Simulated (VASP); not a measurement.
# TaN (P-6m2) in VASP: a series of runs

Runs on TaN. Level: PBE. Tasks: single point.

Program: VASP 6.6.1. These are calculated values, not measurements. Logs are shortened: lines on timing, memory, paths and dates and some standing lists are left out, and cuts for length are marked.

### Step 1. The cell of the first run

Symmetry: P-6m2, No. 187, hexagonal system. The conventional cell has a = 2.957 Å, b = 2.957 Å, c = 2.902 Å, α = 90.00°, β = 90.00°, γ = 120.00°. Ta (site symmetry -6m2) has 6 N at 2.24 Å and 8 Ta at 2.90 to 2.96 Å within 3.0 Å. Within 3.0 Å of N (site symmetry -6m2) lie 6 Ta at 2.24 Å and 8 N at 2.90 to 2.96 Å.

### Step 2. Single point, PBE (volume scaled by 1.02)

INCAR

```
SYSTEM = TaN
PREC = Accurate
ENCUT = 520
EDIFF = 1E-6
ISMEAR = -1
SIGMA = 0.02
LREAL = .False.
LASPH = .True.
NELM = 60
ALGO = Normal
ISIF = 2
LWAVE = .False.
LCHARG = .False.
GGA = PE
NBANDS = 15
```

KPOINTS

```
Automatic mesh
0
Gamma
  12 12 10
  0 0 0
```

POSCAR

```
TaN
1.0
    2.9574563715      0.0000000000      0.0000000000
   -1.4787281858      2.5612323484      0.0000000000
    0.0000000000      0.0000000000      2.9020932717
Ta N
1 1
Direct
    0.3333333333      0.6666666667      0.5000000000
    0.0000000000      0.0000000000      0.0000000000
```

Potentials or basis: VASP PAW PBE potentials, release 64 (Ta_pv, N).

Command:

```bash
> cat potpaw_PBE.64/Ta_pv/POTCAR potpaw_PBE.64/N/POTCAR > POTCAR
> mpirun -np 1 vasp_std > vasp.out
```

OUTCAR:

```text
SYSTEM = TaN
   PREC = Accurate
   ENCUT = 520
   EDIFF = 1E-6
   ISMEAR = -1
   LREAL = .False.
   LASPH = .True.
   NELM = 60
   ISIF = 2
   GGA = PE

 ion  position               nearest neighbor table
   1  0.333  0.667  0.500-   2 2.24   2 2.24   2 2.24   2 2.24   2 2.24   2 2.24
   2  0.000  0.000  0.000-   1 2.24   1 2.24   1 2.24   1 2.24   1 2.24   1 2.24

  LATTYP: Found a hexagonal cell.
 ALAT       =     2.9574563715
 C/A-ratio  =     0.9812801635

  Lattice vectors:

 A1 = (   2.9574563715,   0.0000000000,   0.0000000000)
 A2 = (  -1.4787281858,   2.5612323484,   0.0000000000)
 A3 = (   0.0000000000,   0.0000000000,   2.9020932717)

Analysis of symmetry for initial positions (statically):
=====================================================================
 Subroutine PRICEL returns:
 Original cell was already a primitive cell.

 Routine SETGRP: Setting up the symmetry group for a
 hexagonal supercell.

 Subroutine GETGRP returns: Found 12 space group operations
 (whereof 12 operations were pure point group operations)
 out of a pool of 24 trial point group operations.

The static configuration has the point symmetry D_3h.

Analysis of symmetry for dynamics (positions and initial velocities):
=====================================================================
 Subroutine PRICEL returns:
 Original cell was already a primitive cell.

 Routine SETGRP: Setting up the symmetry group for a
 hexagonal supercell.

 Subroutine GETGRP returns: Found 12 space group operations
 (whereof 12 operations were pure point group operations)
 out of a pool of 24 trial point group operations.

The dynamic configuration has the point symmetry D_3h.

 Subroutine INISYM returns: Found 12 space group operations
 (whereof 12 operations are pure point group operations),
 and found     1 'primitive' translations

----------------------------------------------------------------------------------------

                                     Primitive cell

  volume of cell :      21.9826

  direct lattice vectors                    reciprocal lattice vectors
     2.957456372  0.000000000  0.000000000     0.338128403  0.195218525  0.000000000
    -1.478728186  2.561232348  0.000000000     0.000000000  0.390437049  0.000000000
     0.000000000  0.000000000  2.902093272     0.000000000  0.000000000  0.344578863

  length of vectors
     2.957456372  2.957456372  2.902093272     0.390437049  0.390437049  0.344578863

  position of ions in fractional coordinates (direct lattice)
     0.333333333  0.666666667  0.500000000
     0.000000000  0.000000000  0.000000000

  ion indices of the primitive-cell ions
   primitive index   ion index
                 1           1
                 2           2

----------------------------------------------------------------------------------------

 KPOINTS: Automatic mesh

Automatic generation of k-mesh.
 Grid dimensions read from file:
 generate k-points for:   12   12   10

 Generating k-lattice:

  Cartesian coordinates                     Fractional coordinates (reciprocal lattice)
     0.028177367  0.016268210  0.000000000     0.083333333 -0.000000000  0.000000000
     0.000000000  0.032536421  0.000000000     0.000000000  0.083333333  0.000000000
     0.000000000  0.000000000  0.034457886     0.000000000  0.000000000  0.100000000

  Length of vectors
     0.032536421  0.032536421  0.034457886

  Shift w.r.t. Gamma in fractional coordinates (k-lattice)
     0.000000000  0.000000000  0.000000000

 Subroutine IBZKPT returns following result:
 ===========================================

 Found    114 irreducible k-points:

 Following reciprocal coordinates:
            Coordinates               Weight
  0.000000  0.000000  0.000000      1.000000
  0.083333 -0.000000  0.000000      6.000000
  0.166667  0.000000  0.000000      6.000000
  0.250000  0.000000  0.000000      6.000000
  0.333333 -0.000000  0.000000      6.000000
  0.416667  0.000000  0.000000      6.000000
[... 16 lines left out ...]
  0.250000  0.000000  0.100000     12.000000
  0.333333 -0.000000  0.100000     12.000000
 [... further k-points ...]
   k-points           NKPTS =    114   k-points in BZ     NKDIM =    114   number of bands    NBANDS=     15
   number of dos      NEDOS =    301   number of ions     NIONS =      2
   total plane-waves  NPLWV =  13824
   dimension x,y,z NGX =    24 NGY =   24 NGZ =   24
   dimension x,y,z NGXF=    48 NGYF=   48 NGZF=   48
   ions per type =               1   1
   NGX,Y,Z   is equivalent  to a cutoff of  13.49, 13.49, 13.75 a.u.
   NGXF,Y,Z  is equivalent  to a cutoff of  26.98, 26.98, 27.50 a.u.
 SYSTEM =  TaN
   PREC   = accura    normal or accurate (medium, high low for compatibility)
   ISTART =      0    job   : 0-new  1-cont  2-samecut
   ICHARG =      2    charge: 1-file 2-atom 10-const
   ISPIN  =      1    spin polarized calculation?
   LNONCOLLINEAR =      F non collinear calculations
   LSORBIT =      F    spin-orbit coupling
   LASPH  =      T    aspherical Exc in radial PAW
   ENCUT  =  520.0 eV  38.22 Ry    6.18 a.u.   5.50  5.50  5.40*2*pi/ulx,y,z
   NELM   =     60;   NELMIN=  2; NELMDL= -5     # of ELM steps
   EDIFF  = 0.1E-05   stopping-criterion for ELM
   LREAL  =      F    real-space projection
   EDIFFG = 0.1E-04   stopping-criterion for IOM
   NSW    =      0    number of steps for IOM
   IBRION =     -1    ionic relax: 0-MD 1-quasi-New 2-CG
   NFREE  =      0    steps in history (QN), initial steepest desc. (CG)
   ISIF   =      2    stress and relaxation
   ISYM   =      2    0-nonsym 1-usesym 2-fastsym
   POTIM  = 0.5000    time-step for ionic-motion
   TEBEG  =    0.0;   TEEND  =   0.0 temperature during run
   PSTRESS=    0.0 pullay stress
   NELECT =      16.0000    total number of electrons
   NUPDOWN=      -1.0000    fix difference up-down
   EMIN   =  10.00;   EMAX   =-10.00  energy-range for DOS
   EFERMI =   0.00;   METHOD = LEGACY
   ISMEAR =    -1;   SIGMA  =   0.02  broadening in eV -4-tet -1-fermi 0-gaus
   EFERMI_NEDOS =   21; number of points for ismear=-14 and -15
   IALGO  =     38    algorithm
   IMIX   =      4    mixing-type and parameters
     AMIX     =   0.40;   BMIX     =  1.00
     AMIX_MAG =   1.60;   BMIX_MAG =  1.00
  volume/ion in A,a.u.               =      10.99        74.17
  Fermi-wavevector in a.u.,A,eV,Ry     =   1.472613  2.782835 29.505440  2.168589
  Thomas-Fermi vector in A             =   2.587606
   LORBIT       =      0    0 simple, 1 ext, 2 COOP (PROOUT), +10 PAW based schemes
   GGA     = PE    functional components
   LHFCALC =     F    Hartree Fock is set to
   AEXX    =    0.0000 exact exchange contribution
   IVDW    =     0    specifies the selected vdW correction
   LEPSILON=     F    determine dielectric tensor
   LRPA    =     F    only Hartree local field effects (RPA)
 non-spin polarized calculation
  energy-cutoff  :      520.00
  volume of cell :       21.98
 maximum number of plane-waves:       611
 NGX is ok and might be reduce to    24
   NGX = 11   NGY = 11   NGZ = 11

 number of electron      16.0000001 magnetization

 Free energy of the ion-electron system (eV)
  ---------------------------------------------------
  ext. energy  EPLUGINS =         0.00000000
  ---------------------------------------------------
  free energy    TOTEN  =       -22.44605633 eV

  energy without entropy =      -22.44596638  energy(sigma->0) =      -22.44601136

 E-fermi :   8.1515     XC(G=0): -13.2372

 val. band max:        8.0536503949   @ k =   0.0000   0.0000   0.4000
 cond. band min:       8.1695199576   @ k =   0.3333   0.3333   0.0000
 fundamental gap:      0.1158695627
 Fermi energy:         8.1514940851

 k-point     1 :       0.0000    0.0000    0.0000
  band No.  band energies     occupation
      1     -26.8584      2.00000
      2     -26.6034      2.00000
      3     -26.6034      2.00000
      4      -9.5828      2.00000
      5       3.5707      2.00000
      6       3.5707      2.00000
      7       3.9297      2.00000
      8       5.1455      2.00000
      9      10.1105      0.00000
     10      11.5417      0.00000
     11      11.5417      0.00000
     12      11.9392      0.00000
     13      11.9392      0.00000
     14      21.0184      0.00000
     15      21.3768      0.00000

 k-point     2 :       0.0833   -0.0000    0.0000
  band No.  band energies     occupation
      1     -26.8497      2.00000
      2     -26.6728      2.00000
      3     -26.6183      2.00000
      4      -9.4448      2.00000
      5       3.1460      2.00000
      6       3.6753      2.00000
      7       4.1252      2.00000
      8       4.9473      2.00000
      9      10.6106      0.00000
     10      11.2631      0.00000
     11      11.5651      0.00000
     12      11.8682      0.00000
     13      12.1249      0.00000
     14      21.0039      0.00000
     15      21.3705      0.00000

 k-point     3 :       0.1667    0.0000    0.0000
  band No.  band energies     occupation
      1     -26.8581      2.00000
      2     -26.8257      2.00000
      3     -26.6587      2.00000
      4      -9.0638      2.00000
      5       2.2572      2.00000
      6       3.9535      2.00000
      7       4.4622      2.00000
      8       4.5684      2.00000
      9      10.5492      0.00000
     10      11.6754      0.00000
     11      11.6799      0.00000
     12      11.8644      0.00000
     13      12.5366      0.00000
     14      20.9812      0.00000
     15      21.3607      0.00000
[... 343 lines left out ...]
 k-point    23 :       0.2500    0.0000    0.1000
  band No.  band energies     occupation
      1     -27.0925      2.00000
      2     -26.8726      2.00000
      3     -26.7054      2.00000
      4      -8.4128      2.00000
      5       1.4019      2.00000
      6       3.3658      2.00000
      7       4.2311      2.00000
      8       5.4131      2.00000
      9      10.2873      0.00000
     10      10.6526      0.00000
     11      12.2014      0.00000
     12      12.7907      0.00000
     13      14.0170      0.00000
     14      20.8340      0.00000
     15      21.3494      0.00000

 k-point    24 :       0.3333   -0.0000    0.1000
  band No.  band energies     occupation
      1     -27.3243      2.00000
      2     -26.8376      2.00000
      3     -26.7591      2.00000
      4      -7.9065      2.00000
      5       0.6122      2.00000
      6       3.1042      2.00000
      7       4.4378      2.00000
      8       5.3961      2.00000
      9      10.6309      0.00000
     10      10.9586      0.00000
     11      12.4715      0.00000
     12      12.9298      0.00000
     13      14.9305      0.00000
     14      20.9993      0.00000
     15      21.3583      0.00000

 [... further k-points ...]

------------------------ aborting loop because EDIFF is reached ----------------------------------------

  FORCE on cell =-STRESS in cart. coord.  units (eV):
  Direction    XX          YY          ZZ          XY          YZ          ZX
  --------------------------------------------------------------------------------------
  -------------------------------------------------------------------------------------
  Total       -0.2249574     -0.2249574     -0.1625193      0.0000000      0.0000000      0.0000000
  in kB      -16.3957812    -16.3957812    -11.8450456      0.0000000      0.0000000      0.0000000
  external PRESSURE =     -14.8788693 kB  Pullay stress =       0.0000000 kB

 VOLUME and BASIS-vectors are now :
 -----------------------------------------------------------------------------
  energy-cutoff  :      520.00
  volume of cell :       21.98
      direct lattice vectors                 reciprocal lattice vectors
     2.957456372  0.000000000  0.000000000     0.338128403  0.195218525  0.000000000
    -1.478728186  2.561232348  0.000000000     0.000000000  0.390437049  0.000000000
     0.000000000  0.000000000  2.902093272     0.000000000  0.000000000  0.344578863

 POSITION                                       TOTAL-FORCE (eV/Angst)
 -----------------------------------------------------------------------------------
     -0.00000      1.70749      1.45105        -0.000000      0.000000      0.000000
      0.00000      0.00000      0.00000         0.000000      0.000000      0.000000
 -----------------------------------------------------------------------------------
    total drift:                                0.000000     -0.000000     -0.000000

  FREE ENERGIE OF THE ION-ELECTRON SYSTEM (eV)
  ---------------------------------------------------
  free  energy   TOTEN  =       -22.4460563310 eV

  energy  without entropy=      -22.4459663818  energy(sigma->0) =      -22.44601136
```

Run time: 18 s. Hardware: 1 thread of Intel Xeon Platinum 8259CL at 2.50GHz (Skylake/Cascade Lake), shared host; peak memory 0.16 GiB.

Results:

```
Free energy            : -22.4461 eV
Pressure               : -1.5 GPa
Band gap on the k mesh : zero (band 8 reaches 8.46 eV, above the bottom of band 9 at 7.97 eV)
```

Caveat: spin-orbit coupling is left out, which moves the levels of the heavy elements.

### Step 3. Single point, PBE (volume scaled by 1.01)

INCAR

```
PREC = Accurate
ENCUT = 520
EDIFF = 1E-6
ISMEAR = -1
SIGMA = 0.02
LREAL = False
LASPH = True
NELM = 80
ALGO = Normal
ISIF = 2
LWAVE = False
LCHARG = False
GGA = PE
NBANDS = 15
```

KPOINTS

```
regular mesh
0
Gamma
  12 12 10
```

POSCAR

```
TaN
1.0
    2.9477597236      0.0000000000      0.0000000000
   -1.4738798618      2.5528348050      0.0000000000
    0.0000000000      0.0000000000      2.8925781435
Ta N
1 1
Direct
    0.3333333333      0.6666666667      0.5000000000
    0.0000000000      0.0000000000      0.0000000000
```

Potentials or basis: VASP PAW PBE potentials, release 64 (Ta_pv, N).

Command:

```bash
> cat potpaw_PBE.64/Ta_pv/POTCAR potpaw_PBE.64/N/POTCAR > POTCAR
> mpirun -np 1 vasp_std > vasp.out
```

It took 18 s on 1 thread of Intel Xeon Platinum 8259CL at 2.50GHz (Skylake/Cascade Lake), shared host; peak memory 0.16 GiB.

Results (log left out):

```
Free energy            : -22.4457 eV
Pressure               : 1.9 GPa
Band gap on the k mesh : zero (band 8 reaches 8.57 eV, above the bottom of band 9 at 8.07 eV)
```

Stress tensor (GPa, compression positive):
```
1.58 0.00 0.00
0.00 1.58 0.00
0.00 0.00 2.42
```

Levels at points of the mesh, in eV from the Fermi level:
```tsv
k point	band 4	band 5	band 6	band 7	band 8	band 9	band 10	band 11	band 12	band 13
(0.00, 0.00, 0.00)	-17.81	-4.63	-4.63	-4.27	-3.02	2.03	3.43	3.43	3.84	3.84
(0.50, 0.00, 0.00)	-15.56	-8.33	-5.25	-3.54	-3.27	2.87	3.85	5.06	5.12	7.24
(0.00, 0.00, 0.50)	-15.22	-9.39	-3.82	-3.82	-0.19	-0.19	2.27	3.20	3.20	8.01
(0.50, 0.00, 0.50)	-15.84	-7.37	-6.25	-5.73	-0.49	3.98	5.17	5.85	6.88	9.95
```

Caveat: spin-orbit coupling is left out, which moves the levels of the heavy elements.

[end of part 1 of 2]
